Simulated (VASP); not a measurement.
# CdSe (F-43m) in VASP: further runs

CdSe is run at these levels: r2SCAN+rVV10; tasks: single point, relaxation of cell and atoms.

Program: VASP 6.6.1. These are calculated values, not measurements. Logs are shortened: lines on timing, memory, paths and dates and some standing lists are left out, and cuts for length are marked.

## Step 1: The cell of the first run

The structure is cubic, space group F-43m (No. 216). Conventional cell: a = 6.102 Å, b = 6.102 Å, c = 6.102 Å, α = 90.00°, β = 90.00°, γ = 90.00°. Cd (site symmetry -43m) has 4 Se at 2.64 Å within 3.5 Å. Within 3.5 Å of Se (site symmetry -43m) lie 4 Cd at 2.64 Å.

## Step 2: Single point, r2SCAN+rVV10

POSCAR

```
CdSe
1.0
    0.0000000000      3.0509253868      3.0509253868
    3.0509253868      0.0000000000      3.0509253868
    3.0509253868      3.0509253868      0.0000000000
Cd Se
1 1
Direct
    0.0000000000      0.0000000000      0.0000000000
    0.7500000000      0.7500000000      0.7500000000
```

INCAR.step1

```
PREC = Accurate
ENCUT = 520
ISMEAR = 0
SIGMA = 0.02
LREAL = False
LASPH = True
NELM = 100
NBANDS = 16
GGA = PE
ALGO = Normal
EDIFF = 1E-4
LWAVE = True
LCHARG = False
```

INCAR.step2

```
PREC = Accurate
ENCUT = 520
EDIFF = 1E-7
ISMEAR = 0
SIGMA = 0.02
LREAL = False
LASPH = True
NELM = 100
ALGO = Normal
ISIF = 2
LWAVE = False
LCHARG = True
METAGGA = R2SCAN
LMIXTAU = True
LUSE_VDW = True
IVDW_NL = 2
BPARAM = 11.95
CPARAM = 0.0093
LELF = True
LVHAR = True
NBANDS = 16
ISTART = 1
```

KPOINTS

```
Automatic mesh
0
Gamma
  8 8 8
```

Potentials or basis: VASP PAW PBE potentials, release 64 (Cd, Se).

The run is started by

```sh
$ cat potpaw_PBE.64/Cd/POTCAR potpaw_PBE.64/Se/POTCAR > POTCAR
$ cp INCAR.step1 INCAR
$ mpirun -np 1 vasp_std > vasp.out
$ cp INCAR.step2 INCAR
$ mpirun -np 1 vasp_std > vasp.out
```

OUTCAR:

```text
PREC = Accurate
   ENCUT = 520
   EDIFF = 1E-7
   ISMEAR = 0
   LREAL = False
   LASPH = True
   NELM = 100
   ISIF = 2
   METAGGA = R2SCAN
   IVDW_NL = 2
   BPARAM = 11.95
   ISTART = 1

 ion  position               nearest neighbor table
   1  0.000  0.000  0.000-   2 2.64   2 2.64   2 2.64   2 2.64
   2  0.750  0.750  0.750-   1 2.64   1 2.64   1 2.64   1 2.64

  LATTYP: Found a face centered cubic cell.
 ALAT       =     6.1018507736

  Lattice vectors:

 A1 = (   0.0000000000,   3.0509253868,   3.0509253868)
 A2 = (   3.0509253868,   0.0000000000,   3.0509253868)
 A3 = (   3.0509253868,   3.0509253868,   0.0000000000)

Analysis of symmetry for initial positions (statically):
=====================================================================
 Subroutine PRICEL returns:
 Original cell was already a primitive cell.

 Routine SETGRP: Setting up the symmetry group for a
 face centered cubic supercell.

 Subroutine GETGRP returns: Found 24 space group operations
 (whereof 24 operations were pure point group operations)
 out of a pool of 48 trial point group operations.

The static configuration has the point symmetry T_d .

Analysis of symmetry for dynamics (positions and initial velocities):
=====================================================================
 Subroutine PRICEL returns:
 Original cell was already a primitive cell.

 Routine SETGRP: Setting up the symmetry group for a
 face centered cubic supercell.

 Subroutine GETGRP returns: Found 24 space group operations
 (whereof 24 operations were pure point group operations)
 out of a pool of 48 trial point group operations.

The dynamic configuration has the point symmetry T_d .

 Subroutine INISYM returns: Found 24 space group operations
 (whereof 24 operations are pure point group operations),
 and found     1 'primitive' translations

----------------------------------------------------------------------------------------

                                     Primitive cell

  volume of cell :      56.7969

  direct lattice vectors                    reciprocal lattice vectors
     0.000000000  3.050925387  3.050925387    -0.163884703  0.163884703  0.163884703
     3.050925387  0.000000000  3.050925387     0.163884703 -0.163884703  0.163884703
     3.050925387  3.050925387  0.000000000     0.163884703  0.163884703 -0.163884703

  length of vectors
     4.314660060  4.314660060  4.314660060     0.283856632  0.283856632  0.283856632

  position of ions in fractional coordinates (direct lattice)
     0.000000000  0.000000000  0.000000000
     0.750000000  0.750000000  0.750000000

  ion indices of the primitive-cell ions
   primitive index   ion index
                 1           1
                 2           2

----------------------------------------------------------------------------------------

 KPOINTS: Automatic mesh

Automatic generation of k-mesh.
 Grid dimensions read from file:
 generate k-points for:    8    8    8

 Generating k-lattice:

  Cartesian coordinates                     Fractional coordinates (reciprocal lattice)
    -0.020485588  0.020485588  0.020485588     0.125000000  0.000000000  0.000000000
     0.020485588 -0.020485588  0.020485588     0.000000000  0.125000000  0.000000000
     0.020485588  0.020485588 -0.020485588     0.000000000  0.000000000  0.125000000

  Length of vectors
     0.035482079  0.035482079  0.035482079

  Shift w.r.t. Gamma in fractional coordinates (k-lattice)
     0.000000000  0.000000000  0.000000000

 Subroutine IBZKPT returns following result:
 ===========================================

 Found     29 irreducible k-points:

 Following reciprocal coordinates:
            Coordinates               Weight
  0.000000  0.000000  0.000000      1.000000
  0.125000  0.000000  0.000000      8.000000
  0.250000  0.000000  0.000000      8.000000
  0.375000  0.000000  0.000000      8.000000
  0.500000  0.000000  0.000000      4.000000
  0.125000  0.125000  0.000000      6.000000
[... 16 lines left out ...]
  0.500000  0.250000  0.125000     48.000000
 -0.375000  0.250000  0.125000     24.000000
 [... further k-points ...]
   k-points           NKPTS =     29   k-points in BZ     NKDIM =     29   number of bands    NBANDS=     16
   number of dos      NEDOS =    301   number of ions     NIONS =      2
   total plane-waves  NPLWV =  32768
   dimension x,y,z NGX =    32 NGY =   32 NGZ =   32
   dimension x,y,z NGXF=    64 NGYF=   64 NGZF=   64
   ions per type =               1   1
   NGX,Y,Z   is equivalent  to a cutoff of  12.33, 12.33, 12.33 a.u.
   NGXF,Y,Z  is equivalent  to a cutoff of  24.66, 24.66, 24.66 a.u.
 SYSTEM =  unknown system
   PREC   = accura    normal or accurate (medium, high low for compatibility)
   ISTART =      1    job   : 0-new  1-cont  2-samecut
   ICHARG =      0    charge: 1-file 2-atom 10-const
   ISPIN  =      1    spin polarized calculation?
   LNONCOLLINEAR =      F non collinear calculations
   LSORBIT =      F    spin-orbit coupling
   LASPH  =      T    aspherical Exc in radial PAW
   ENCUT  =  520.0 eV  38.22 Ry    6.18 a.u.   8.02  8.02  8.02*2*pi/ulx,y,z
   NELM   =    100;   NELMIN=  2; NELMDL=  0     # of ELM steps
   EDIFF  = 0.1E-06   stopping-criterion for ELM
   LREAL  =      F    real-space projection
   EDIFFG = 0.1E-05   stopping-criterion for IOM
   NSW    =      0    number of steps for IOM
   IBRION =     -1    ionic relax: 0-MD 1-quasi-New 2-CG
   NFREE  =      0    steps in history (QN), initial steepest desc. (CG)
   ISIF   =      2    stress and relaxation
   ISYM   =      2    0-nonsym 1-usesym 2-fastsym
   POTIM  = 0.5000    time-step for ionic-motion
   TEBEG  =    0.0;   TEEND  =   0.0 temperature during run
   PSTRESS=    0.0 pullay stress
   NELECT =      18.0000    total number of electrons
   NUPDOWN=      -1.0000    fix difference up-down
   EMIN   =  10.00;   EMAX   =-10.00  energy-range for DOS
   EFERMI =   0.00;   METHOD = LEGACY
   ISMEAR =     0;   SIGMA  =   0.02  broadening in eV -4-tet -1-fermi 0-gaus
   EFERMI_NEDOS =   21; number of points for ismear=-14 and -15
   IALGO  =     38    algorithm
   IMIX   =      4    mixing-type and parameters
     AMIX     =   0.40;   BMIX     =  1.00
     AMIX_MAG =   1.60;   BMIX_MAG =  1.00
  volume/ion in A,a.u.               =      28.40       191.64
  Fermi-wavevector in a.u.,A,eV,Ry     =   1.116154  2.109225 16.950132  1.245800
  Thomas-Fermi vector in A             =   2.252765
   LORBIT       =      0    0 simple, 1 ext, 2 COOP (PROOUT), +10 PAW based schemes
   METAGGA = R2SCAN    functional components
   LHFCALC =     F    Hartree Fock is set to
   AEXX    =    0.0000 exact exchange contribution
   IVDW_NL    =     2    kernel type
   BPARAM     =11.9500
   IVDW    =     0    specifies the selected vdW correction
   LEPSILON=     F    determine dielectric tensor
   LRPA    =     F    only Hartree local field effects (RPA)
 non-spin polarized calculation
 Gauss-broadening in eV      SIGMA  =   0.02
  energy-cutoff  :      520.00
  volume of cell :       56.80
 maximum number of plane-waves:      1543
   NGX = 17   NGY = 17   NGZ = 17

 number of electron      18.0000005 magnetization

 Free energy of the ion-electron system (eV)
  ---------------------------------------------------
  ext. energy  EPLUGINS =         0.00000000
  ---------------------------------------------------
  free energy    TOTEN  =       -35.32175434 eV

  energy without entropy =      -35.32175434  energy(sigma->0) =      -35.32175434

 E-fermi :   0.6452     XC(G=0):  -9.4581

 val. band max:        0.5542804543   @ k =   0.0000   0.0000   0.0000
 cond. band min:       1.5658941953   @ k =   0.0000   0.0000   0.0000
 fundamental gap:      1.0116137411
 Fermi energy:         0.6452024166

 k-point     1 :       0.0000    0.0000    0.0000
  band No.  band energies     occupation
      1     -12.4179      2.00000
      2      -7.5671      2.00000
      3      -7.5671      2.00000
      4      -7.5671      2.00000
      5      -7.1738      2.00000
      6      -7.1738      2.00000
[... 8 lines left out ...]
     15      12.1610      0.00000
     16      12.1610      0.00000

 k-point     2 :       0.1250    0.0000    0.0000
  band No.  band energies     occupation
      1     -12.3638      2.00000
      2      -7.5494      2.00000
      3      -7.5494      2.00000
      4      -7.5162      2.00000
      5      -7.1746      2.00000
      6      -7.1746      2.00000
[... 8 lines left out ...]
     15      11.3333      0.00000
     16      11.4763      0.00000

 k-point     3 :       0.2500    0.0000    0.0000
  band No.  band energies     occupation
      1     -12.2315      2.00000
      2      -7.5103      2.00000
      3      -7.5103      2.00000
      4      -7.3457      2.00000
      5      -7.1715      2.00000
      6      -7.1715      2.00000
[... 8 lines left out ...]
     15      11.0912      0.00000
     16      11.0912      0.00000

 k-point     4 :       0.3750    0.0000    0.0000
  band No.  band energies     occupation
      1     -12.0977      2.00000
      2      -7.4787      2.00000
      3      -7.4787      2.00000
      4      -7.1590      2.00000
      5      -7.1590      2.00000
      6      -7.0614      2.00000
[... 8 lines left out ...]
     15      12.0472      0.00000
     16      12.0472      0.00000
[... 324 lines left out ...]
 k-point    22 :       0.3750    0.2500    0.1250
  band No.  band energies     occupation
      1     -12.1337      2.00000
      2      -7.4673      2.00000
      3      -7.4466      2.00000
      4      -7.2890      2.00000
      5      -7.1650      2.00000
      6      -7.1281      2.00000
[... 8 lines left out ...]
     15      12.6389      0.00000
     16      13.7663      0.00000

 k-point    23 :       0.5000    0.2500    0.1250
  band No.  band energies     occupation
      1     -12.0275      2.00000
      2      -7.4360      2.00000
      3      -7.4188      2.00000
      4      -7.2198      2.00000
      5      -7.1516      2.00000
      6      -6.9360      2.00000
[... 8 lines left out ...]
     15      13.0258      0.00000
     16      13.6433      0.00000

 k-point    24 :      -0.3750    0.2500    0.1250
  band No.  band energies     occupation
      1     -11.9836      2.00000
      2      -7.4294      2.00000
      3      -7.4064      2.00000
      4      -7.1935      2.00000
      5      -7.1574      2.00000
      6      -6.7907      2.00000
[... 8 lines left out ...]
     15      12.7120      0.00000
     16      13.7521      0.00000

 [... further k-points ...]

------------------------ aborting loop because EDIFF is reached ----------------------------------------

  FORCE on cell =-STRESS in cart. coord.  units (eV):
  Direction    XX          YY          ZZ          XY          YZ          ZX
  --------------------------------------------------------------------------------------
  -------------------------------------------------------------------------------------
  Total        0.1303148      0.1303148      0.1303148      0.0000000      0.0000000     -0.0000000
  in kB        3.6760344      3.6760344      3.6760344      0.0000000      0.0000000     -0.0000000
  external PRESSURE =       3.6760344 kB  Pullay stress =       0.0000000 kB

 VOLUME and BASIS-vectors are now :
 -----------------------------------------------------------------------------
  energy-cutoff  :      520.00
  volume of cell :       56.80
      direct lattice vectors                 reciprocal lattice vectors
     0.000000000  3.050925387  3.050925387    -0.163884703  0.163884703  0.163884703
     3.050925387  0.000000000  3.050925387     0.163884703 -0.163884703  0.163884703
     3.050925387  3.050925387  0.000000000     0.163884703  0.163884703 -0.163884703

 POSITION                                       TOTAL-FORCE (eV/Angst)
 -----------------------------------------------------------------------------------
      0.00000      0.00000      0.00000         0.000000      0.000000      0.000000
      4.57639      4.57639      4.57639        -0.000000     -0.000000     -0.000000
 -----------------------------------------------------------------------------------
    total drift:                                0.000002      0.000002      0.000002

  FREE ENERGIE OF THE ION-ELECTRON SYSTEM (eV)
  ---------------------------------------------------
  free  energy   TOTEN  =       -35.3217543389 eV

  energy  without entropy=      -35.3217543389  energy(sigma->0) =      -35.32175434
```

Run time: 68 s. Hardware: 1 thread of Intel Xeon 6975P-C (Granite Rapids), shared host; peak memory 0.33 GiB.

What came out:

```
Free energy            : -35.3218 eV
Pressure               : 0.4 GPa
Band gap on the k mesh : 1.01 eV
```

Caveat: the PAW data sets were made with another functional, which shifts forces and pressure a little.

## Step 3: Relaxation of cell and atoms, r2SCAN+rVV10

This run uses another cell than the first one, of 28.94 Å³/atom.

POSCAR

```
CdSe
1.0
    0.0000000000      3.0702711986      3.0702711986
    3.0702711986      0.0000000000      3.0702711986
    3.0702711986      3.0702711986      0.0000000000
Cd Se
1 1
Direct
    0.0000000000      0.0000000000      0.0000000000
    0.7500000000      0.7500000000      0.7500000000
```

INCAR.step1

```
SYSTEM = CdSe
PREC = Accurate
ENCUT = 600
ISMEAR = 0
SIGMA = 0.02
LREAL = .False.
LASPH = .True.
NELM = 100
GGA = PE
ALGO = Normal
EDIFF = 1E-4
LWAVE = .True.
LCHARG = .False.
```

INCAR.step2

```
SYSTEM = CdSe
PREC = Accurate
ENCUT = 600
EDIFF = 1E-6
ISMEAR = 0
SIGMA = 0.02
LREAL = .False.
LASPH = .True.
NELM = 100
ALGO = Normal
ISIF = 3
LWAVE = .False.
LCHARG = .False.
METAGGA = R2SCAN
LMIXTAU = .True.
LUSE_VDW = .True.
IVDW_NL = 2
BPARAM = 11.95
CPARAM = 0.0093
IBRION = 2
NSW = 100
EDIFFG = -0.002
ISTART = 1
```

KPOINTS

```
regular mesh
0
Gamma
  8 8 8
  0 0 0
```

Potentials or basis: VASP PAW PBE potentials, release 64 (Cd, Se).

The run is started by

```sh
$ cat potpaw_PBE.64/Cd/POTCAR potpaw_PBE.64/Se/POTCAR > POTCAR
$ cp INCAR.step1 INCAR
$ mpirun -np 1 vasp_std > vasp.out
$ cp INCAR.step2 INCAR
$ mpirun -np 1 vasp_std > vasp.out
```

Wall time 3.8 min (1 thread of Intel Xeon 6975P-C (Granite Rapids), shared host); peak memory 0.42 GiB.

The run converged. Its results:

- Free energy: -35.3230 eV
- Relaxed volume: 28.56 Å³/atom
- Relaxed cell: a = 4.323 Å, b = 4.323 Å, c = 4.323 Å, α = 60.00°, β = 60.00°, γ = 60.00°
- Space group after relaxing (to 0.1 Å): F-43m (No. 216)
- Energy gained by relaxing: 0.8 meV/atom
- Ionic steps: 3
- Pressure after relaxing: 0.0 GPa
- Band gap on the k mesh: 1.00 eV

The path:
| step | energy change (eV) | largest force (eV/Å) | pressure (GPa) | volume (Å³) |
| --- | --- | --- | --- | --- |
| 1 | 0.0000 | 0.0000 | -0.69 | 57.88 |
| 2 | -0.0015 | 0.0000 | 0.27 | 56.84 |
| 3 | -0.0017 | 0.0000 | 0.00 | 57.12 |

Final structure:
```
Cd Se
1.0
     0.00000    3.05669    3.05669
     3.05669    0.00000    3.05669
     3.05669    3.05669    0.00000
Cd Se
1 1
Direct
  0.00000 0.00000 0.00000
  0.75000 0.75000 0.75000
```

Levels at points of the mesh, in eV from the valence-band top:
| k point | band 7 | band 8 | band 9 | band 10 | band 11 | band 12 |
| --- | --- | --- | --- | --- | --- | --- |
| (0.00, 0.00, 0.00) | 0.00 | 0.00 | 0.00 | 1.00 | 6.45 | 6.45 |
| (0.50, 0.00, 0.00) | -4.36 | -0.74 | -0.74 | 2.80 | 6.88 | 6.88 |
| (0.50, 0.50, 0.00) | -4.03 | -1.84 | -1.84 | 3.40 | 4.11 | 9.54 |

Caveat: the PAW data sets were made with another functional, which shifts forces and pressure a little.

(Continued in part 2 of 2.)
